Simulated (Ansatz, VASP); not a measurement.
## Two plane-wave programs on MoS2

```xyz
12
Lattice="3.1414 0.0000 0.0000 -1.5707 2.7206 0.0000 0.0000 0.0000 36.9864" Properties=species:S:1:pos:R:3 pbc="T T T"
S     0.0000    1.8137    7.5000
S     0.0000    1.8137   10.6182
S     1.5707    0.9069   13.7894
S     1.5707    0.9069   16.9076
S     0.0000    1.8137   20.0788
S     0.0000    1.8137   23.1970
S     1.5707    0.9069   26.3682
S     1.5707    0.9069   29.4864
Mo    1.5707    0.9069    9.0591
Mo    0.0000    1.8137   15.3485
Mo    1.5707    0.9069   21.6379
Mo    0.0000    1.8137   27.9273
```

Alike in both runs: task single point; functional PBEsol; k mesh 9 × 9 × 1; occupations gaussian, width 0.05 eV; no spin polarisation.

```csv
,VASP,Ansatz
version,VASP 6.6.1,Ansatz 0.2.0
potentials or method,"VASP PAW PBE potentials, release 64 (S, Mo_sv), cutoff 520 eV","scalar-relativistic, plane waves, PAW"
valence electrons in the cell,104,104
```

|  | VASP | Ansatz | Ansatz less VASP |
| --- | --- | --- | --- |
| gap on the k mesh at the Fermi level (eV) | 1.20 | 1.19 | -0.014 |
| least direct gap on the mesh (eV) | 1.76 | 1.75 | -0.005 |
| rms of the force components (eV/Å) | 0.007 | 0.007 | +0.0001 |

VASP's potentials were made for PBE, not for PBEsol.
